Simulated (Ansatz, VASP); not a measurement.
# Two plane-wave programs on CaC2

INCAR

```
PREC     = Accurate       # precision mode
ENCUT    = 600            # plane-wave cutoff, eV
EDIFF    = 1E-6           # SCF threshold, eV
ISMEAR   = 0              # smearing method
SIGMA    = 0.05           # smearing width, eV
LREAL    = False          # projectors in reciprocal space
LASPH    = True           # aspherical terms in the spheres
NELM     = 120            # most SCF steps
ALGO     = Normal         # electronic algorithm
ISIF     = 2              # what is computed and relaxed
LWAVE    = False          # write WAVECAR
LCHARG   = True           # write CHGCAR
GGA      = CA             # functional
LELF     = True           # ELF
LVHAR    = True         
NBANDS   = 16             # bands
GGA_COMPAT= False
```

File KPOINTS:

```
Automatic mesh
0
Gamma
  10 10 10
```

The input POSCAR:

```
CaC2
1.0
   -1.9728680447      1.9728680447      3.0603403613
    1.9728680447     -1.9728680447      3.0603403613
    1.9728680447      1.9728680447     -3.0603403613
Ca C
1 2
Direct
    0.0000000000      0.0000000000      0.0000000000
    0.5996770466      0.5996770466      0.0000000000
    0.4003229534      0.4003229534      0.0000000000
```

Input for Ansatz:

```yaml
crystal:
  lattice:
    - [-1.9728680447, 1.9728680447, 3.0603403613]
    - [1.9728680447, -1.9728680447, 3.0603403613]
    - [1.9728680447, 1.9728680447, -3.0603403613]
  atoms:
    - { symbol: Ca, position: [0.0, 0.0, 0.0] }
    - { symbol: C, position: [0.5996770466, 0.5996770466, 0.0] }
    - { symbol: C, position: [0.4003229534, 0.4003229534, 0.0] }
basis:
  ecutwfc: 420
kpoints:
  mp_grid: { grid: [10, 10, 10] }
hamiltonian:
  xc: lda
scf:
  occupations: { method: gaussian, width: 0.05 }
output:
  forces: true
  stress: true
  eigenvalues: true
```

Change from the starting cell: strain +0.050 along x and y, -0.025 along z, atoms carried along.

Alike in both runs: task single point; functional LDA; k mesh 10 × 10 × 10; occupations gaussian, width 0.05 eV; no spin polarisation.

|  | VASP | Ansatz |
| --- | --- | --- |
| version | VASP 6.6.1 | Ansatz 0.2.0 |
| potentials or method | VASP PAW LDA potentials, release 64 (Ca_sv, C), cutoff 600 eV | scalar-relativistic, plane waves, PAW |
| valence electrons in the cell | 18 | 18 |

|  | VASP | Ansatz | Ansatz less VASP |
| --- | --- | --- | --- |
| gap on the k mesh at the Fermi level (eV) | 1.43 | 1.45 | +0.016 |
| least direct gap on the mesh (eV) | 2.49 | 2.50 | +0.013 |
| pressure (GPa) | 1.7 | 1.3 | -0.32 |
| traceless stress, the component that is largest in VASP (GPa) | 14.17 | 13.74 | -0.430 |
| rms of the force components (eV/Å) | 1.264 | 1.221 | -0.0437 |

LDA's correlation is that of Perdew and Zunger in VASP and of Perdew and Wang (1992) in Ansatz. Atom by atom the forces differ by 0.044 eV/Å (rms over components).
